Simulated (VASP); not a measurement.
Input of a VASP 6.6.1 run:

File INCAR:

```
SYSTEM = Ga3As3CO
ALGO = Normal
DIPOL = 0.5 0.5 0.320
EDIFF = 1E-6
ENCUT = 520
GGA = PE
GGA_COMPAT = .False.
IDIPOL = 3
ISIF = 2
ISMEAR = 0
IVDW = 12
LASPH = .True.
LCHARG = .False.
LDIPOL = .True.
LREAL = .False.
LWAVE = .False.
NBANDS = 57
NELM = 120
NELMDL = -8
PREC = Accurate
SIGMA = 0.05
```

KPOINTS

```
k-points
0
Gamma
  7 5 1
  0 0 0
```

The input POSCAR:

```
Ga3As3CO
1.0
    4.0137031111      0.0000000000      0.0000000000
    0.0000000000      5.6762333751      0.0000000000
    0.0000000000      0.0000000000     23.3352699083
Ga As O C
3 3 1 1
Direct
    0.5000000000      0.5000000000      0.1714143447
    0.0000000000      0.0653835255      0.2680035048
    0.5000000000      0.4894639609      0.3228546357
    0.0000000000      0.2500000000      0.1714143447
    0.5000000000      0.8102208698      0.2504948966
    0.0000000000      0.2887573198      0.3593388866
    0.0000000000      0.2887573198      0.4836142866
    0.0000000000      0.2887573198      0.5328959107
```

Potentials or basis: VASP PAW PBE potentials, release 64 (Ga_d, As_d, O, C).

Command:

```bash
$ cat potpaw_PBE.64/Ga_d/POTCAR potpaw_PBE.64/As_d/POTCAR potpaw_PBE.64/O/POTCAR potpaw_PBE.64/C/POTCAR > POTCAR
$ mpirun -np 1 vasp_std > vasp.out
```

**Question.** What does it give for the band gap on the k mesh?

**Answer.** 0.40 eV (least direct gap 0.75 eV).

**Question.** What does it give for the dispersion energy per atom?

**Answer.** -0.160 eV.

Forces on the atoms (eV/Å):
```
Ga   0.000 -0.345  1.028
Ga   0.000  0.040 -0.013
Ga   0.000 -0.015 -0.054
As   0.000  0.336 -1.084
As   0.000  0.012  0.003
As   0.000 -0.054 -0.430
O    0.000  0.039  1.184
C    0.000 -0.013 -0.634
```
